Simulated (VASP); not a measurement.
# NiO (R-3m) in VASP: further runs

NiO is run at these levels: PBE+U; tasks: single point.

Everything below comes from runs of VASP 6.6.1. Logs are shortened: lines on timing, memory, paths and dates and some standing lists are left out, and cuts for length are marked.

## Step 1: The cell of the first run

The typed cell holds 4 atoms: a = 2.948 Å, b = 5.104 Å, c = 2.952 Å, α = 90.00°, β = 90.00°, γ = 54.82°.

## Step 2: Single point, PBE+U, collinear spin, ferromagnetic start

INCAR reads:

```
SYSTEM = NiO
ALGO     = Normal         ! electronic algorithm
EDIFF    = 1E-7           ! SCF threshold, eV
ENCUT    = 520            ! plane-wave cutoff, eV
GGA      = PE             ! functional
ISIF     = 2              ! what is computed and relaxed
ISMEAR   = 0              ! smearing method
ISPIN    = 2              ! spin polarisation
LASPH    = .TRUE.         ! aspherical terms in the spheres
LCHARG   = .FALSE.        ! write CHGCAR
LDAU     = .TRUE.         ! DFT+U
LDAUJ    = 0 0          
LDAUL    = 2 -1           ! shell
LDAUPRINT= 1            
LDAUTYPE = 2            
LDAUU    = 6.2 0          ! U, eV
LMAXMIX  = 4              ! l up to which the mixer works
LORBIT   = 11             ! projections on sites
LREAL    = .FALSE.        ! projectors in reciprocal space
LWAVE    = .FALSE.        ! write WAVECAR
MAGMOM   = 2 2 0 0        ! initial moments
NBANDS   = 28             ! bands
NELM     = 150            ! most SCF steps
PREC     = Accurate       ! precision mode
SIGMA    = 0.05           ! smearing width, eV
```

KPOINTS reads:

```
k-points
0
G
  9 5 7
  0 0 0
```

POSCAR reads:

```
NiO
1.0
   -1.4758484400     -0.8520815000     -2.4056700000
    1.4758484400      0.8520815000     -4.8113400000
    1.4758484400     -2.5562444900      0.0000000000
Ni O
2 2
Direct
    0.0000000000      0.0000000000      0.0000000000
    0.0000000000      0.5000000000      0.5000000000
    0.5000000000      0.0000000000      0.5000000000
    0.5000000000      0.5000000000      0.0000000000
```

Potentials or basis: VASP PAW PBE potentials, release 64 (Ni, O).

Started as:

```sh
> cat potpaw_PBE.64/Ni/POTCAR potpaw_PBE.64/O/POTCAR > POTCAR
> mpirun -np 1 vasp_std > vasp.out
```

OUTCAR:

```text
SYSTEM = NiO
   EDIFF = 1E-7
   ENCUT = 520
   GGA = PE
   ISIF = 2
   ISMEAR = 0
   ISPIN = 2
   LASPH = .TRUE.
   LORBIT = 11
   LREAL = .FALSE.
   NELM = 150
   PREC = Accurate

 ion  position               nearest neighbor table
   1  0.000  0.000  0.000-   3 2.09   3 2.09   4 2.09   4 2.09   3 2.09   3 2.09   2 2.95   2 2.95
                             2 2.95   2 2.95   2 2.95   2 2.95   2 2.95   2 2.95
   2  0.000  0.500  0.500-   4 2.09   4 2.09   3 2.09   3 2.09   4 2.09   4 2.09   1 2.95   1 2.95
                             1 2.95   1 2.95   1 2.95   1 2.95   1 2.95   1 2.95
   3  0.500  0.000  0.500-   1 2.09   1 2.09   2 2.09   2 2.09   1 2.09   1 2.09
   4  0.500  0.500  0.000-   2 2.09   2 2.09   1 2.09   1 2.09   2 2.09   2 2.09

  LATTYP: Found a simple monoclinic cell.
 ALAT       =     2.9481213763
 B/A-ratio  =     1.0012128097
 C/A-ratio  =     1.4150714079
 COS(beta)  =    -0.0017151709

  Lattice vectors:

 A1 = (  -1.4758484400,  -0.8520815000,  -2.4056700000)
 A2 = (  -1.4758484400,   2.5562444900,   0.0000000000)
 A3 = (   2.9516968800,   1.7041630000,  -2.4056700000)

Analysis of symmetry for initial positions (statically):
=====================================================================
 Subroutine PRICEL returns following result:

  LATTYP: Found a trigonal (rhomboedric) cell.
 ALAT       =     2.9481213763
 COS(alpha) =     0.4987864537
[... 12 lines left out ...]
 Subroutine GETGRP returns: Found  4 space group operations
 (whereof  4 operations were pure point group operations)
 out of a pool of  4 trial point group operations.

The static configuration has the point symmetry C_2h.

Analysis of symmetry for dynamics (positions and initial velocities):
=====================================================================
 Subroutine PRICEL returns following result:

  LATTYP: Found a trigonal (rhomboedric) cell.
 ALAT       =     2.9481213763
 COS(alpha) =     0.4987864537
[... 12 lines left out ...]
 Subroutine GETGRP returns: Found  4 space group operations
 (whereof  4 operations were pure point group operations)
 out of a pool of  4 trial point group operations.

The dynamic configuration has the point symmetry C_2h.

Analysis of structural, dynamic, and magnetic symmetry:
=====================================================================
 Subroutine PRICEL returns following result:

  LATTYP: Found a trigonal (rhomboedric) cell.
 ALAT       =     2.9481213763
 COS(alpha) =     0.4987864537
[... 12 lines left out ...]
 Subroutine GETGRP returns: Found  4 space group operations
 (whereof  4 operations were pure point group operations)
 out of a pool of  4 trial point group operations.

The overall configuration has the point symmetry C_2h.

 Subroutine INISYM returns: Found  4 space group operations
 (whereof  4 operations are pure point group operations),
 and found     2 'primitive' translations

----------------------------------------------------------------------------------------

                                     Primitive cell

  volume of cell :      18.1514

  direct lattice vectors                    reciprocal lattice vectors
[... 142 lines left out ...]
spin component  2

  0.7009  0.0001  0.0002  0.3974 -0.0002
  0.0001  0.4214 -0.0002  0.0002  0.3974
  0.0002 -0.0002  0.9825 -0.0003  0.0001
  0.3974  0.0002 -0.0003  0.4215  0.0001
 -0.0002  0.3974  0.0001  0.0001  0.7011

 occupancies and eigenvectors

  o =  0.1400  v =  0.0000  0.0000  0.0000  0.0000  0.0000 -0.5007  0.4079  0.0005  0.7066 -0.2891      0.0000  0.0000  0.0000  0.0000  0.0000  0.0000  0.0000  0.0000  0.0000  0.0000
  o =  0.1400  v =  0.0000  0.0000  0.0000  0.0000  0.0000  0.2889  0.7068  0.0000 -0.4080 -0.5004      0.0000  0.0000  0.0000  0.0000  0.0000  0.0000  0.0000  0.0000  0.0000  0.0000
  o =  0.9825  v =  0.0000  0.0000  0.0000  0.0000  0.0000 -0.0103 -0.0038 -0.9999 -0.0068 -0.0057      0.0000  0.0000  0.0000  0.0000  0.0000  0.0000  0.0000  0.0000  0.0000  0.0000
  o =  0.9825  v =  0.0000  0.0000  0.0000  0.0000  0.0000  0.4084 -0.5003 -0.0002  0.2891 -0.7066      0.0000  0.0000  0.0000  0.0000  0.0000  0.0000  0.0000  0.0000  0.0000  0.0000
  o =  0.9825  v =  0.0000  0.0000  0.0000  0.0000  0.0000 -0.7063 -0.2893  0.0141 -0.5006 -0.4082      0.0000  0.0000  0.0000  0.0000  0.0000  0.0000  0.0000  0.0000  0.0000  0.0000
  o =  0.9838  v =  0.0223  0.0095  0.9995  0.0167  0.0127  0.0000  0.0000  0.0000  0.0000  0.0000      0.0000  0.0000  0.0000  0.0000  0.0000  0.0000  0.0000  0.0000  0.0000  0.0000
  o =  0.9839  v = -0.4112  0.4993  0.0003 -0.2912  0.7049  0.0000  0.0000  0.0000  0.0000  0.0000      0.0000  0.0000  0.0000  0.0000  0.0000  0.0000  0.0000  0.0000  0.0000  0.0000
  o =  0.9839  v = -0.7046 -0.2910  0.0321 -0.4989 -0.4110  0.0000  0.0000  0.0000  0.0000  0.0000      0.0000  0.0000  0.0000  0.0000  0.0000  0.0000  0.0000  0.0000  0.0000  0.0000
  o =  1.0387  v = -0.5007  0.4074 -0.0008  0.7072 -0.2884  0.0000  0.0000  0.0000  0.0000  0.0000      0.0000  0.0000  0.0000  0.0000  0.0000  0.0000  0.0000  0.0000  0.0000  0.0000
  o =  1.0387  v =  0.2885  0.7071 -0.0000 -0.4073 -0.5008  0.0000  0.0000  0.0000  0.0000  0.0000      0.0000  0.0000  0.0000  0.0000  0.0000  0.0000  0.0000  0.0000  0.0000  0.0000

atom =   2  type =  1  l = 2

 onsite density matrix

spin component  1

  1.0022  0.0000  0.0000 -0.0259 -0.0000
  0.0000  1.0204 -0.0000  0.0000 -0.0259
  0.0000 -0.0000  0.9838 -0.0000  0.0000
 -0.0259  0.0000 -0.0000  1.0204  0.0000
 -0.0000 -0.0259  0.0000  0.0000  1.0022

spin component  2

  0.7009  0.0001  0.0002  0.3974 -0.0002
  0.0001  0.4214 -0.0002  0.0002  0.3974
  0.0002 -0.0002  0.9825 -0.0003  0.0001
  0.3974  0.0002 -0.0003  0.4215  0.0001
 -0.0002  0.3974  0.0001  0.0001  0.7011

 occupancies and eigenvectors

  o =  0.1400  v =  0.0000  0.0000  0.0000  0.0000  0.0000 -0.5007  0.4079  0.0005  0.7066 -0.2891      0.0000  0.0000  0.0000  0.0000  0.0000  0.0000  0.0000  0.0000  0.0000  0.0000
  o =  0.1400  v =  0.0000  0.0000  0.0000  0.0000  0.0000  0.2889  0.7068  0.0000 -0.4080 -0.5004      0.0000  0.0000  0.0000  0.0000  0.0000  0.0000  0.0000  0.0000  0.0000  0.0000
  o =  0.9825  v =  0.0000  0.0000  0.0000  0.0000  0.0000 -0.0103 -0.0038 -0.9999 -0.0068 -0.0057      0.0000  0.0000  0.0000  0.0000  0.0000  0.0000  0.0000  0.0000  0.0000  0.0000
  o =  0.9825  v =  0.0000  0.0000  0.0000  0.0000  0.0000  0.4084 -0.5003 -0.0002  0.2891 -0.7066      0.0000  0.0000  0.0000  0.0000  0.0000  0.0000  0.0000  0.0000  0.0000  0.0000
  o =  0.9825  v =  0.0000  0.0000  0.0000  0.0000  0.0000 -0.7063 -0.2893  0.0141 -0.5006 -0.4082      0.0000  0.0000  0.0000  0.0000  0.0000  0.0000  0.0000  0.0000  0.0000  0.0000
  o =  0.9838  v =  0.0223  0.0095  0.9995  0.0167  0.0127  0.0000  0.0000  0.0000  0.0000  0.0000      0.0000  0.0000  0.0000  0.0000  0.0000  0.0000  0.0000  0.0000  0.0000  0.0000
  o =  0.9839  v = -0.4112  0.4993  0.0003 -0.2912  0.7049  0.0000  0.0000  0.0000  0.0000  0.0000      0.0000  0.0000  0.0000  0.0000  0.0000  0.0000  0.0000  0.0000  0.0000  0.0000
  o =  0.9839  v = -0.7046 -0.2910  0.0321 -0.4989 -0.4110  0.0000  0.0000  0.0000  0.0000  0.0000      0.0000  0.0000  0.0000  0.0000  0.0000  0.0000  0.0000  0.0000  0.0000  0.0000
  o =  1.0387  v = -0.5007  0.4074 -0.0008  0.7072 -0.2884  0.0000  0.0000  0.0000  0.0000  0.0000      0.0000  0.0000  0.0000  0.0000  0.0000  0.0000  0.0000  0.0000  0.0000  0.0000
  o =  1.0387  v =  0.2885  0.7071 -0.0000 -0.4073 -0.5008  0.0000  0.0000  0.0000  0.0000  0.0000      0.0000  0.0000  0.0000  0.0000  0.0000  0.0000  0.0000  0.0000  0.0000  0.0000

 number of electron      31.9999980 magnetization       4.0000016

 Free energy of the ion-electron system (eV)
  ---------------------------------------------------
  ext. energy  EPLUGINS =         0.00000000
  ---------------------------------------------------
  free energy    TOTEN  =       -20.32293841 eV

  energy without entropy =      -20.32293841  energy(sigma->0) =      -20.32293841

 E-fermi :   7.0461     XC(G=0): -12.6661

 val. band max:        6.8242167366   @ k =   0.4444   0.0000   0.0000
 cond. band min:       9.3737131251   @ k =   0.0000   0.0000   0.0000
 fundamental gap:      2.5494963885
 Fermi energy:         7.0461076841

 spin component 1

 k-point     1 :       0.0000    0.0000    0.0000
  band No.  band energies     occupation
      1     -12.0485      1.00000
      2     -10.8605      1.00000
      3       0.7220      1.00000
      4       0.7220      1.00000
      5       1.0051      1.00000
      6       1.1795      1.00000
[... 1481 lines left out ...]
     27      25.3247      0.00000
     28      28.3201      0.00000

 [... further k-points ...]

------------------------ aborting loop because EDIFF is reached ----------------------------------------

  FORCE on cell =-STRESS in cart. coord.  units (eV):
  Direction    XX          YY          ZZ          XY          YZ          ZX
  --------------------------------------------------------------------------------------
  -------------------------------------------------------------------------------------
  Total        0.7461146      0.7464772      0.8249605     -0.0003140     -0.0001899     -0.0003286
  in kB       32.9288014     32.9448026     36.4085650     -0.0138571     -0.0083810     -0.0145013
  external PRESSURE =      34.0940563 kB  Pullay stress =       0.0000000 kB

 VOLUME and BASIS-vectors are now :
 -----------------------------------------------------------------------------
  energy-cutoff  :      520.00
  volume of cell :       36.30
      direct lattice vectors                 reciprocal lattice vectors
    -1.475848440 -0.852081500 -2.405670000    -0.338788175 -0.195599443 -0.138561537
     1.475848440  0.852081500 -4.811340000     0.169394087  0.097799722 -0.138561537
     1.475848440 -2.556244490  0.000000000     0.169394088 -0.293399165  0.000000000

 POSITION                                       TOTAL-FORCE (eV/Angst)
 -----------------------------------------------------------------------------------
      0.00000      0.00000      0.00000        -0.000000     -0.000000      0.000000
      1.47585     -0.85208     -2.40567        -0.000000     -0.000000      0.000000
      0.00000     -1.70416     -1.20284         0.000000      0.000000     -0.000000
      0.00000      0.00000     -3.60851         0.000000      0.000000     -0.000000
 -----------------------------------------------------------------------------------
    total drift:                               -0.000000      0.000000      0.000000

  FREE ENERGIE OF THE ION-ELECTRON SYSTEM (eV)
  ---------------------------------------------------
  free  energy   TOTEN  =       -20.3229384108 eV

  energy  without entropy=      -20.3229384108  energy(sigma->0) =      -20.32293841

 total charge

# of ion       s       p       d       tot
------------------------------------------
    1        0.345   0.429   8.228   9.003
    2        0.345   0.429   8.228   9.003
    3        1.547   3.486   0.000   5.034
    4        1.547   3.486   0.000   5.034
--------------------------------------------------
tot          3.785   7.831  16.457  28.073

 magnetization (x)

# of ion       s       p       d       tot
------------------------------------------
    1        0.012   0.013   1.799   1.824
    2        0.012   0.013   1.799   1.824
    3        0.018   0.154   0.000   0.172
    4        0.018   0.154   0.000   0.172
--------------------------------------------------
tot          0.058   0.335   3.597   3.990
```

It took 7.1 min on 1 thread of AMD EPYC 7R43 (Zen 3), shared host; peak memory 0.22 GiB.

Results:

```yaml
Free_energy: -20.3229 eV
Pressure: 3.4 GPa
Band_gap_on_the_k_mesh: 2.55 eV
Net_moment: 4.00 μB per cell
Site_moments: Ni +1.82; O +0.17 μB
Valence_electrons_inside_the_program's_atomic_spheres: Ni 9.00; O 5.03
```

Eigenvalues of the final occupation matrices:
| site | spin | trace | eigenvalues |
| --- | --- | --- | --- |
| site 1 d | 1 | 5.03 | 0.98 0.98 0.98 1.04 1.04 |
| site 1 d | 2 | 3.23 | 0.14 0.14 0.98 0.98 0.98 |
| site 2 d | 1 | 5.03 | 0.98 0.98 0.98 1.04 1.04 |
| site 2 d | 2 | 3.23 | 0.14 0.14 0.98 0.98 0.98 |

Caveat: the cell stands under pressure. The state reached can hang on the start; a lower one may exist.

## Step 3: Single point, PBE+U, collinear spin, antiferromagnetic start

INCAR reads:

```
PREC     = Accurate       # precision mode
ENCUT    = 520            # plane-wave cutoff, eV
EDIFF    = 1E-6           # SCF threshold, eV
ISMEAR   = 0              # smearing method
SIGMA    = 0.05           # smearing width, eV
LREAL    = False          # projectors in reciprocal space
LASPH    = True           # aspherical terms in the spheres
NELM     = 150            # most SCF steps
ALGO     = Normal         # electronic algorithm
ISIF     = 2              # what is computed and relaxed
LWAVE    = False          # write WAVECAR
LCHARG   = False          # write CHGCAR
ISPIN    = 2              # spin polarisation
MAGMOM   = 2 -2 0 0       # initial moments
LORBIT   = 11             # projections on sites
LMAXMIX  = 4              # l up to which the mixer works
LDAU     = True           # DFT+U
LDAUTYPE = 2            
LDAUL    = 2 -1           # shell
LDAUU    = 6.2 0          # U, eV
LDAUJ    = 0 0          
LDAUPRINT= 1            
GGA      = PE             # functional
NBANDS   = 28             # bands
```

KPOINTS reads:

```
Automatic mesh
0
Gamma
  9 5 7
```

POSCAR is that of step 2.

Potentials or basis: VASP PAW PBE potentials, release 64 (Ni, O).

Started as:

```sh
> cat potpaw_PBE.64/Ni/POTCAR potpaw_PBE.64/O/POTCAR > POTCAR
> mpirun -np 1 vasp_std > vasp.out
```

It took 7.4 min on 1 thread of AMD EPYC 7R43 (Zen 3), shared host; peak memory 0.22 GiB.

It converged, with:

```
Free energy                                           : -20.3068 eV
Pressure                                              : 3.6 GPa
Band gap on the k mesh                                : 2.70 eV
Net moment                                            : 0.00 μB per cell
Site moments                                          : Ni +1.84, -1.84; O +0.06, -0.06 μB
Valence electrons inside the program's atomic spheres : Ni 9.00; O 5.04
```

Stress tensor (GPa, compression positive):
```
 3.45 -0.01  0.02
-0.01  3.46  0.01
 0.02  0.01  3.81
```

Levels at points of the mesh, in eV from the valence-band top:
Spin up:
```csv
k point,band 14,band 15,band 16,band 17,band 18,band 19
"(0.00, 0.00, 0.00)",-1.29,-1.29,-1.27,2.70,2.89,2.95
```
Spin down:
| k point | band 12 | band 13 | band 14 | band 15 | band 16 | band 17 | band 18 | band 19 | band 20 | band 21 |
| --- | --- | --- | --- | --- | --- | --- | --- | --- | --- | --- |
| (0.00, 0.00, 0.00) | -2.70 | -2.68 | -1.29 | -1.29 | -1.27 | 2.70 | 2.89 | 2.95 | 7.37 | 11.61 |

Eigenvalues of the final occupation matrices:
```tsv
site	spin	trace	eigenvalues
site 1 d	1	5.03	0.98 0.98 0.98 1.04 1.04
site 1 d	2	3.22	0.14 0.14 0.98 0.98 0.98
site 2 d	1	3.22	0.14 0.14 0.98 0.98 0.98
site 2 d	2	5.03	0.98 0.98 0.98 1.04 1.04
```

Caveat: the cell stands under pressure. A k mesh can miss the band edges.

## Step 4: Single point, PBE+U, collinear spin, ferromagnetic start

INCAR reads:

```
SYSTEM = NiO
  PREC = Accurate
  ENCUT = 520
  EDIFF = 1E-6
  ISMEAR = 0
  SIGMA = 0.05
  LREAL = .False.
  LASPH = .True.
  NELM = 150
  ALGO = Normal
  ISIF = 2
  LWAVE = .False.
  LCHARG = .False.
  ISPIN = 2
  MAGMOM = 2.8 2.8 0 0
  LORBIT = 11
  LMAXMIX = 4
  LDAU = .True.
  LDAUTYPE = 2
  LDAUL = 2 -1
  LDAUU = 6.2 0
  LDAUJ = 0 0
  LDAUPRINT = 1
  GGA = PE
  NBANDS = 28
```

KPOINTS reads:

```
regular mesh
0
Gamma
  9 5 7
  0 0 0
```

POSCAR is that of step 3.

Started as:

```sh
> cat potpaw_PBE.64/Ni/POTCAR potpaw_PBE.64/O/POTCAR > POTCAR
> mpirun -np 1 vasp_std > vasp.out
```

Run time: 5.9 min. Hardware: 1 thread of AMD EPYC 7R43 (Zen 3), shared host; peak memory 0.22 GiB.

It converged, with:

| Quantity | Value |
| --- | --- |
| Free energy | -20.3229 eV |
| Pressure | 3.4 GPa |
| Band gap on the k mesh | 2.55 eV |
| Net moment | 4.00 μB per cell |
| Site moments | Ni +1.82; O +0.17 μB |
| Valence electrons inside the program's atomic spheres | Ni 9.00; O 5.03 |

Stress tensor (GPa, compression positive):
```
3.31 0.00 0.00
0.00 3.31 0.00
0.00 0.00 3.65
```

Levels at points of the mesh, in eV from the valence-band top:
Spin up:
```tsv
k point	band 15	band 16	band 17	band 18	band 19	band 20	band 21	band 22
(0.00, 0.00, 0.00)	-2.77	-1.40	-1.40	-1.39	2.80	7.13	11.55	12.01
```
Spin down:
| k point | band 10 | band 11 | band 12 | band 13 | band 14 | band 15 | band 16 | band 17 | band 18 | band 19 |
| --- | --- | --- | --- | --- | --- | --- | --- | --- | --- | --- |
| (0.00, 0.00, 0.00) | -2.46 | -2.44 | -1.06 | -1.06 | -1.04 | 2.55 | 2.55 | 3.01 | 3.15 | 3.47 |

Eigenvalues of the final occupation matrices:
| site | spin | trace | eigenvalues |
| --- | --- | --- | --- |
| site 1 d | 1 | 5.03 | 0.98 0.98 0.98 1.04 1.04 |
| site 1 d | 2 | 3.23 | 0.14 0.14 0.98 0.98 0.98 |
| site 2 d | 1 | 5.03 | 0.98 0.98 0.98 1.04 1.04 |
| site 2 d | 2 | 3.23 | 0.14 0.14 0.98 0.98 0.98 |

Caveat: the cell stands under pressure. The state reached can hang on the start; a lower one may exist.
